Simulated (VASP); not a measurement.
# Bi (Im-3m) in VASP: single point with r2SCAN

Aim: the single point of Bi with r2SCAN.

Program: VASP 6.6.1. These are calculated values, not measurements. Logs are shortened: lines on timing, memory, paths and dates and some standing lists are left out, and cuts for length are marked.

### Step 1. The cell of the first run

It takes space group Im-3m (No. 229, cubic). The conventional cell has a = 3.961 Å, b = 3.961 Å, c = 3.961 Å, α = 90.00°, β = 90.00°, γ = 90.00°. Within 4.5 Å of Bi (site symmetry m-3m) lie 14 Bi at 3.43 to 3.96 Å.

This isn't the form of Bi at room conditions, which is rhombohedral.

### Step 2. Single point, r2SCAN

File POSCAR:

```
Bi
1.0
   -1.9805447289      1.9805447289      1.9805447289
    1.9805447289     -1.9805447289      1.9805447289
    1.9805447289      1.9805447289     -1.9805447289
Bi
1
Direct
    0.0000000000      0.0000000000      0.0000000000
```

File INCAR.step1:

```
ALGO = Normal
EDIFF = 1E-4
ENCUT = 520
GGA = PE
ISMEAR = 0
LASPH = True
LCHARG = False
LREAL = False
LWAVE = True
NBANDS = 14
NELM = 100
PREC = Accurate
SIGMA = 0.05
```

File INCAR.step2:

```
ALGO = Normal
EDIFF = 1E-6
ENCUT = 520
ISIF = 2
ISMEAR = 0
ISTART = 1
LASPH = True
LCHARG = True
LELF = True
LMIXTAU = True
LREAL = False
LVHAR = True
LWAVE = False
METAGGA = R2SCAN
NBANDS = 14
NELM = 100
PREC = Accurate
SIGMA = 0.05
```

File KPOINTS:

```
k-points
0
Gamma
  14 14 14
```

Potentials or basis: VASP PAW PBE potentials, release 64 (Bi_d).

Run with:

```console
cat potpaw_PBE.64/Bi_d/POTCAR > POTCAR
cp INCAR.step1 INCAR
mpirun -np 1 vasp_std > vasp.out
cp INCAR.step2 INCAR
mpirun -np 1 vasp_std > vasp.out
```

OUTCAR:

```text
EDIFF = 1E-6
   ENCUT = 520
   ISIF = 2
   ISMEAR = 0
   ISTART = 1
   LASPH = True
   LREAL = False
   METAGGA = R2SCAN
   NELM = 100
   PREC = Accurate

 ion  position               nearest neighbor table
   1  0.000  0.000  0.000-

  LATTYP: Found a body centered cubic cell.
 ALAT       =     3.9610894578

  Lattice vectors:

 A1 = (  -1.9805447289,   1.9805447289,   1.9805447289)
 A2 = (   1.9805447289,  -1.9805447289,   1.9805447289)
 A3 = (   1.9805447289,   1.9805447289,  -1.9805447289)

Analysis of symmetry for initial positions (statically):
=====================================================================
 Subroutine PRICEL returns:
 Original cell was already a primitive cell.

 Routine SETGRP: Setting up the symmetry group for a
 body centered cubic supercell.

 Subroutine GETGRP returns: Found 48 space group operations
 (whereof 48 operations were pure point group operations)
 out of a pool of 48 trial point group operations.

The static configuration has the point symmetry O_h .

Analysis of symmetry for dynamics (positions and initial velocities):
=====================================================================
 Subroutine PRICEL returns:
 Original cell was already a primitive cell.

 Routine SETGRP: Setting up the symmetry group for a
 body centered cubic supercell.

 Subroutine GETGRP returns: Found 48 space group operations
 (whereof 48 operations were pure point group operations)
 out of a pool of 48 trial point group operations.

The dynamic configuration has the point symmetry O_h .

 Subroutine INISYM returns: Found 48 space group operations
 (whereof 48 operations are pure point group operations),
 and found     1 'primitive' translations

----------------------------------------------------------------------------------------

                                     Primitive cell

  volume of cell :      31.0752

  direct lattice vectors                    reciprocal lattice vectors
    -1.980544729  1.980544729  1.980544729     0.000000000  0.252455798  0.252455798
     1.980544729 -1.980544729  1.980544729     0.252455798  0.000000000  0.252455798
     1.980544729  1.980544729 -1.980544729     0.252455798  0.252455798  0.000000000

  length of vectors
     3.430404097  3.430404097  3.430404097     0.357026413  0.357026413  0.357026413

  position of ions in fractional coordinates (direct lattice)
     0.000000000  0.000000000  0.000000000

  ion indices of the primitive-cell ions
   primitive index   ion index
                 1           1

----------------------------------------------------------------------------------------

 KPOINTS: k-points

Automatic generation of k-mesh.
 Grid dimensions read from file:
 generate k-points for:   14   14   14

 Generating k-lattice:

  Cartesian coordinates                     Fractional coordinates (reciprocal lattice)
     0.000000000  0.018032557  0.018032557     0.071428571  0.000000000  0.000000000
     0.018032557  0.000000000  0.018032557     0.000000000  0.071428571  0.000000000
     0.018032557  0.018032557  0.000000000     0.000000000  0.000000000  0.071428571

  Length of vectors
     0.025501887  0.025501887  0.025501887

  Shift w.r.t. Gamma in fractional coordinates (k-lattice)
     0.000000000  0.000000000  0.000000000

 Subroutine IBZKPT returns following result:
 ===========================================

 Found    104 irreducible k-points:

 Following reciprocal coordinates:
            Coordinates               Weight
  0.000000  0.000000  0.000000      1.000000
  0.071429  0.000000  0.000000     12.000000
  0.142857  0.000000  0.000000     12.000000
  0.214286  0.000000  0.000000     12.000000
  0.285714  0.000000  0.000000     12.000000
  0.357143  0.000000  0.000000     12.000000
[... 16 lines left out ...]
  0.285714  0.285714  0.000000     24.000000
  0.357143  0.285714  0.000000     24.000000
 [... further k-points ...]
   k-points           NKPTS =    104   k-points in BZ     NKDIM =    104   number of bands    NBANDS=     14
   number of dos      NEDOS =    301   number of ions     NIONS =      1
   total plane-waves  NPLWV =  21952
   dimension x,y,z NGX =    28 NGY =   28 NGZ =   28
   dimension x,y,z NGXF=    56 NGYF=   56 NGZF=   56
   ions per type =               1
   NGX,Y,Z   is equivalent  to a cutoff of  13.57, 13.57, 13.57 a.u.
   NGXF,Y,Z  is equivalent  to a cutoff of  27.14, 27.14, 27.14 a.u.
 SYSTEM =  unknown system
   PREC   = accura    normal or accurate (medium, high low for compatibility)
   ISTART =      1    job   : 0-new  1-cont  2-samecut
   ICHARG =      0    charge: 1-file 2-atom 10-const
   ISPIN  =      1    spin polarized calculation?
   LNONCOLLINEAR =      F non collinear calculations
   LSORBIT =      F    spin-orbit coupling
   LASPH  =      T    aspherical Exc in radial PAW
   ENCUT  =  520.0 eV  38.22 Ry    6.18 a.u.   6.38  6.38  6.38*2*pi/ulx,y,z
   NELM   =    100;   NELMIN=  2; NELMDL=  0     # of ELM steps
   EDIFF  = 0.1E-05   stopping-criterion for ELM
   LREAL  =      F    real-space projection
   EDIFFG = 0.1E-04   stopping-criterion for IOM
   NSW    =      0    number of steps for IOM
   IBRION =     -1    ionic relax: 0-MD 1-quasi-New 2-CG
   NFREE  =      0    steps in history (QN), initial steepest desc. (CG)
   ISIF   =      2    stress and relaxation
   ISYM   =      2    0-nonsym 1-usesym 2-fastsym
   POTIM  = 0.5000    time-step for ionic-motion
   TEBEG  =    0.0;   TEEND  =   0.0 temperature during run
   PSTRESS=    0.0 pullay stress
   NELECT =      15.0000    total number of electrons
   NUPDOWN=      -1.0000    fix difference up-down
   EMIN   =  10.00;   EMAX   =-10.00  energy-range for DOS
   EFERMI =   0.00;   METHOD = LEGACY
   ISMEAR =     0;   SIGMA  =   0.05  broadening in eV -4-tet -1-fermi 0-gaus
   EFERMI_NEDOS =   21; number of points for ismear=-14 and -15
   IALGO  =     38    algorithm
   IMIX   =      4    mixing-type and parameters
     AMIX     =   0.40;   BMIX     =  1.00
     AMIX_MAG =   1.60;   BMIX_MAG =  1.00
  volume/ion in A,a.u.               =      31.08       209.71
  Fermi-wavevector in a.u.,A,eV,Ry     =   1.284204  2.426793 22.438446  1.649179
  Thomas-Fermi vector in A             =   2.416411
   LORBIT       =      0    0 simple, 1 ext, 2 COOP (PROOUT), +10 PAW based schemes
   METAGGA = R2SCAN    functional components
   LHFCALC =     F    Hartree Fock is set to
   AEXX    =    0.0000 exact exchange contribution
   IVDW    =     0    specifies the selected vdW correction
   LEPSILON=     F    determine dielectric tensor
   LRPA    =     F    only Hartree local field effects (RPA)
 non-spin polarized calculation
 Gauss-broadening in eV      SIGMA  =   0.05
  energy-cutoff  :      520.00
  volume of cell :       31.08
 maximum number of plane-waves:       887
 NGX is ok and might be reduce to    28
   NGX = 13   NGY = 13   NGZ = 13

 number of electron      14.9999994 magnetization

 Free energy of the ion-electron system (eV)
  ---------------------------------------------------
  ext. energy  EPLUGINS =         0.00000000
  ---------------------------------------------------
  free energy    TOTEN  =       -58.26289148 eV

  energy without entropy =      -58.26137430  energy(sigma->0) =      -58.26213289

 E-fermi :   7.7665     XC(G=0): -11.0734

 val. band max:        7.7586656324   @ k =   0.2143   0.2143   0.0000
 cond. band min:       7.7826279365   @ k =  -0.4286   0.4286   0.2857
 fundamental gap:      0.0239623041
 Fermi energy:         7.7665154289

 k-point     1 :       0.0000    0.0000    0.0000
  band No.  band energies     occupation
      1     -15.9007      2.00000
      2     -15.9007      2.00000
      3     -15.9007      2.00000
      4     -15.7571      2.00000
      5     -15.7571      2.00000
      6      -6.2846      2.00000
      7      13.2040      0.00000
      8      13.2040      0.00000
      9      13.2040      0.00000
     10      17.9873      0.00000
     11      19.1325      0.00000
     12      19.1325      0.00000
     13      19.1325      0.00000
     14      20.0302      0.00000

 k-point     2 :       0.0714    0.0000    0.0000
  band No.  band energies     occupation
      1     -15.9028      2.00000
      2     -15.8969      2.00000
      3     -15.8893      2.00000
      4     -15.7596      2.00000
      5     -15.7575      2.00000
      6      -6.1860      2.00000
      7      12.2124      0.00000
      8      12.8922      0.00000
      9      13.1223      0.00000
     10      18.0209      0.00000
     11      18.4809      0.00000
     12      18.8275      0.00000
     13      18.9713      0.00000
     14      20.4709      0.00000

 k-point     3 :       0.1429    0.0000    0.0000
  band No.  band energies     occupation
      1     -15.9089      2.00000
      2     -15.8870      2.00000
      3     -15.8572      2.00000
      4     -15.7662      2.00000
      5     -15.7589      2.00000
      6      -5.8923      2.00000
      7      10.2500      0.00000
      8      12.1573      0.00000
      9      12.8875      0.00000
     10      16.8712      0.00000
     11      17.6803      0.00000
     12      18.8266      0.00000
     13      19.8845      0.00000
     14      21.5890      0.00000
[... 324 lines left out ...]
 k-point    23 :       0.2857    0.2857    0.0000
  band No.  band energies     occupation
      1     -15.9098      2.00000
      2     -15.8251      2.00000
      3     -15.7883      2.00000
      4     -15.7622      2.00000
      5     -15.7146      2.00000
      6      -2.7288      2.00000
      7       3.8899      2.00000
      8       5.5905      2.00000
      9      10.4320      0.00000
     10      16.8295      0.00000
     11      18.5191      0.00000
     12      20.6376      0.00000
     13      23.1022      0.00000
     14      23.3616      0.00000

 k-point    24 :       0.3571    0.2857    0.0000
  band No.  band energies     occupation
      1     -15.9086      2.00000
      2     -15.8156      2.00000
      3     -15.7947      2.00000
      4     -15.7510      2.00000
      5     -15.7240      2.00000
      6      -2.5353      2.00000
      7       3.9317      2.00000
      8       5.0489      2.00000
      9      10.3557      0.00000
     10      16.9489      0.00000
     11      19.0532      0.00000
     12      19.7544      0.00000
     13      23.1593      0.00000
     14      25.3489      0.00000

 [... further k-points ...]
[... 5 lines left out ...]
  --------------------------------------------------------------------------------------
  -------------------------------------------------------------------------------------
  Total       -0.0084735     -0.0084735     -0.0084735      0.0000000      0.0000000     -0.0000000
  in kB       -0.4368776     -0.4368776     -0.4368776      0.0000000      0.0000000     -0.0000000
  external PRESSURE =      -0.4368776 kB  Pullay stress =       0.0000000 kB

 VOLUME and BASIS-vectors are now :
 -----------------------------------------------------------------------------
  energy-cutoff  :      520.00
  volume of cell :       31.08
      direct lattice vectors                 reciprocal lattice vectors
    -1.980544729  1.980544729  1.980544729     0.000000000  0.252455798  0.252455798
     1.980544729 -1.980544729  1.980544729     0.252455798  0.000000000  0.252455798
     1.980544729  1.980544729 -1.980544729     0.252455798  0.252455798  0.000000000

 POSITION                                       TOTAL-FORCE (eV/Angst)
 -----------------------------------------------------------------------------------
      0.00000      0.00000      0.00000         0.000000      0.000000      0.000000
 -----------------------------------------------------------------------------------
    total drift:                               -0.000000     -0.000000     -0.000000

  FREE ENERGIE OF THE ION-ELECTRON SYSTEM (eV)
  ---------------------------------------------------
  free  energy   TOTEN  =       -58.2628914757 eV

  energy  without entropy=      -58.2613743041  energy(sigma->0) =      -58.26213289
```

It took 3.4 min on 1 thread of Intel Xeon 8259CL, shared host; peak memory 0.19 GiB.

What came out:

| Quantity | Value |
| --- | --- |
| Free energy | -58.2629 eV |
| Pressure | 0.0 GPa |
| Band gap on the k mesh | zero (an odd number of electrons rules out a gap without spin polarisation) |

Levels at points of the mesh, in eV from the Fermi level:
```tsv
k point	band 3	band 4	band 5	band 6	band 7	band 8	band 9	band 10	band 11	band 12
(0.00, 0.00, 0.00)	-23.67	-23.52	-23.52	-14.05	5.44	5.44	5.44	10.22	11.37	11.37
(0.50, 0.00, 0.00)	-23.53	-23.53	-23.43	-10.79	-5.23	1.65	3.80	6.65	8.08	13.38
(0.50, 0.50, 0.50)	-23.45	-23.45	-23.45	-8.48	-1.90	-1.90	-1.90	4.08	4.08	16.32
```

Caveat: the PAW data sets were made with another functional, which shifts forces and pressure a little; spin-orbit coupling is left out, which moves the levels of the heavy elements.
